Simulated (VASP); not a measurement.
# AgI (F-43m) in VASP: vibrations by perturbation theory with LDA

Aim: the vibrations by perturbation theory of AgI with LDA.

Program: VASP 6.6.1. These are calculated values, not measurements. Logs are shortened: lines on timing, memory, paths and dates and some standing lists are left out, and cuts for length are marked.

## (1) The cell of the first run

Symmetry: F-43m, No. 216, cubic system. The conventional cell has a = 6.469 Å, b = 6.469 Å, c = 6.469 Å, α = 90.00°, β = 90.00°, γ = 90.00°. Ag (site symmetry -43m) has 4 I at 2.80 Å within 3.7 Å. Within 3.7 Å of I (site symmetry -43m) lie 4 Ag at 2.80 Å.

## (2) Vibrations by perturbation theory, LDA

INCAR reads:

```
SYSTEM = AgI
PREC = Accurate
ENCUT = 500
EDIFF = 1E-8
ISMEAR = 0
SIGMA = 0.01
LREAL = .FALSE.
LASPH = .TRUE.
NELM = 120
ALGO = Normal
ISIF = 2
LWAVE = .FALSE.
LCHARG = .TRUE.
IBRION = 8
NSW = 1
GGA_COMPAT = .FALSE.
```

KPOINTS reads:

```
Automatic mesh
0
G
  6 6 6
  0 0 0
```

POSCAR reads:

```
AgI
1.0
    3.2344670829      3.2344670829      0.0000000000
   -3.2344670829      3.2344670829      0.0000000000
    0.0000000000      3.2344670829      3.2344670829
Ag I
1 1
Direct
    0.0000000000      0.0000000000      0.0000000000
    0.7500000000      0.2500000000      0.5000000000
```

Potentials or basis: VASP PAW LDA potentials, release 64 (Ag, I).

Command:

```bash
> cat potpaw_LDA.64/Ag/POTCAR potpaw_LDA.64/I/POTCAR > POTCAR
> mpirun -np 1 vasp_std > vasp.out
```

OUTCAR:

```text
SYSTEM = AgI
   PREC = Accurate
   ENCUT = 500
   EDIFF = 1E-8
   ISMEAR = 0
   LREAL = .FALSE.
   LASPH = .TRUE.
   NELM = 120
   ISIF = 2
   IBRION = 8
   NSW = 1

 ion  position               nearest neighbor table
   1  0.000  0.000  0.000-   2 2.80   2 2.80   2 2.80   2 2.80
   2  0.750  0.250  0.500-   1 2.80   1 2.80   1 2.80   1 2.80

  LATTYP: Found a face centered cubic cell.
 ALAT       =     6.4689341658

  Lattice vectors:

 A1 = (   0.0000000000,   3.2344670829,   3.2344670829)
 A2 = (   3.2344670829,   0.0000000000,   3.2344670829)
 A3 = (   3.2344670829,   3.2344670829,   0.0000000000)

Analysis of symmetry for initial positions (statically):
=====================================================================
 Subroutine PRICEL returns:
 Original cell was already a primitive cell.

 Routine SETGRP: Setting up the symmetry group for a
 face centered cubic supercell.

 Subroutine GETGRP returns: Found 24 space group operations
 (whereof 24 operations were pure point group operations)
 out of a pool of 48 trial point group operations.

The static configuration has the point symmetry T_d .

Analysis of symmetry for dynamics (positions and initial velocities):
=====================================================================
 Subroutine PRICEL returns:
 Original cell was already a primitive cell.

 Routine SETGRP: Setting up the symmetry group for a
 face centered cubic supercell.

 Subroutine GETGRP returns: Found 24 space group operations
 (whereof 24 operations were pure point group operations)
 out of a pool of 48 trial point group operations.

The dynamic configuration has the point symmetry T_d .

 Subroutine INISYM returns: Found 24 space group operations
 (whereof 24 operations are pure point group operations),
 and found     1 'primitive' translations

----------------------------------------------------------------------------------------

[... 406 lines left out ...]

 VOLUME and BASIS-vectors are now :
 -----------------------------------------------------------------------------
  energy-cutoff  :      500.00
  volume of cell :       67.68
      direct lattice vectors                 reciprocal lattice vectors
     3.234467083  3.234467083  0.000000000     0.154584971  0.154584971 -0.154584971
    -3.234467083  3.234467083  0.000000000    -0.154584971  0.154584971 -0.154584971
     0.000000000  3.234467083  3.234467083     0.000000000  0.000000000  0.309169942

 POSITION                                       TOTAL-FORCE (eV/Angst)
 -----------------------------------------------------------------------------------
      0.00000      0.00000      0.00000        -0.000000     -0.000000     -0.000000
      1.61723      4.85170      1.61723         0.000000      0.000000      0.000000
 -----------------------------------------------------------------------------------
    total drift:                               -0.000000      0.000000      0.000000

  FREE ENERGIE OF THE ION-ELECTRON SYSTEM (eV)
  ---------------------------------------------------
  free  energy   TOTEN  =        -6.0977655850 eV

  energy  without entropy=       -6.0977655850  energy(sigma->0) =       -6.09776558

[... ionic steps 2 to 3 ...]

--------------------------------------- Ionic step        4  -------------------------------------------

------------------------ aborting loop because EDIFF is reached ----------------------------------------

[... ionic steps 5 to 6 ...]

--------------------------------------- Ionic step        7  -------------------------------------------

 Free energy of the ion-electron system (eV)
  ---------------------------------------------------
  ---------------------------------------------------
  free energy    TOTEN  =        -0.08202012 eV

  energy without entropy =       -0.08202012

------------------------ aborting loop because EDIFF is reached ----------------------------------------

 INTERNAL STRAIN TENSOR  FOR ION    2  DIRECTION 1   (eV/Angst):
 -----------------------------------------------------------------------------
     0.00756  0.00000 -0.00000
     0.00000 -0.02432  3.29293
    -0.00000  3.29293 -0.02432

 INTERNAL STRAIN TENSOR FOR ION    2 for displacements in x,y,z  (eV/Angst):
          X           Y           Z          XY          YZ          ZX
  --------------------------------------------------------------------------------
  x     0.00000     0.00000     0.00000     0.00000     3.29293    -0.00000
  y     0.00000     0.00000     0.00000    -0.00000     0.00000     3.29293
  z     0.00000     0.00000     0.00000     3.29293    -0.00000    -0.00000

 SECOND DERIVATIVES (NOT SYMMETRIZED)
 ------------------------------------
               1X          1Y          1Z          2X          2Y          2Z
  1X    -2.180695    0.000000   -0.000000    2.180695   -0.000000    0.000000
  1Y    -0.000000   -2.180695    0.000000    0.000000    2.180695   -0.000000
  1Z    -0.000000    0.000000   -2.180695    0.000000   -0.000000    2.180695
  2X     2.185890   -0.000000    0.000000   -2.185890    0.000000   -0.000000
  2Y     0.000000    2.185890   -0.000000   -0.000000   -2.185890    0.000000
  2Z     0.000000   -0.000000    2.185890   -0.000000    0.000000   -2.185890

 Eigenvectors and eigenvalues of the dynamical matrix
 ----------------------------------------------------

   1 f  =    3.024997 THz    19.006618 2PiTHz  100.903045 cm-1    12.510378 meV
             X         Y         Z           dx          dy          dz
      0.000000  0.000000  0.000000     0.734813    0.000000   -0.000000
      1.617234  4.851701  1.617234    -0.678270   -0.000000    0.000000
[... 21 lines left out ...]
   6 f/i=    0.001794 THz     0.011271 2PiTHz    0.059837 cm-1     0.007419 meV
             X         Y         Z           dx          dy          dz
      0.000000  0.000000  0.000000    -0.045382   -0.045988   -0.675185
      1.617234  4.851701  1.617234    -0.049165   -0.049822   -0.731472

--------------------------------------------------------------------------------------------------------

 ELASTIC MODULI CONTR FROM IONIC RELAXATION (kBar)
 Direction    XX          YY          ZZ          XY          YZ          ZX
 --------------------------------------------------------------------------------
 XX           0.0000      0.0000      0.0000      0.0000      0.0000      0.0000
 YY           0.0000      0.0000      0.0000      0.0000      0.0000      0.0000
 ZZ           0.0000      0.0000      0.0000      0.0000      0.0000      0.0000
 XY           0.0000      0.0000      0.0000   -128.5509      0.0000      0.0000
 YZ           0.0000      0.0000      0.0000      0.0000   -128.5509      0.0000
 ZX           0.0000      0.0000      0.0000      0.0000      0.0000   -128.5509
 --------------------------------------------------------------------------------
```

stdout:

```text
POSCAR found type information on POSCAR AgI
 POSCAR found :  2 types and       2 ions
 scaLAPACK will be used
 LDA part: xc-table for (Slater(with rela. corr.)+CA(PZ))
 , standard interpolation
 POSCAR, INCAR and KPOINTS ok, starting setup
 FFT: planning ... GRIDC
 FFT: planning ... GRID_SOFT
 FFT: planning ... GRID
 WAVECAR not read
 entering main loop
 Linear response reoptimize wavefunctions to high precision
 Linear response DOF=           2
 Linear response progress:
 first order change of Fermi-energy  -0.36218E-01
 force on displaced ion       1 direction 1 :  -2.181   0.000   0.000
 Linear response progress:
 first order change of Fermi-energy   0.35641E-01
 force on displaced ion       2 direction 1 :  -2.186   0.000   0.000
 Linear response finished
```

It took 100 s on 1 thread of AMD EPYC 7R13 (Zen 3), shared host; peak memory 0.25 GiB.

Results:

* Highest phonon frequency at Γ, LO-TO splitting left out: 101 cm⁻¹

Phonon frequencies in cm⁻¹ (negative: imaginary):
| q point | frequencies |
| --- | --- |
| (0.000, 0.000, 0.000) | 0 0 0 101 101 101 |

Caveat: the cell stands under pressure or tension, which shifts response properties; spin-orbit coupling is left out, which moves the levels of the heavy elements.
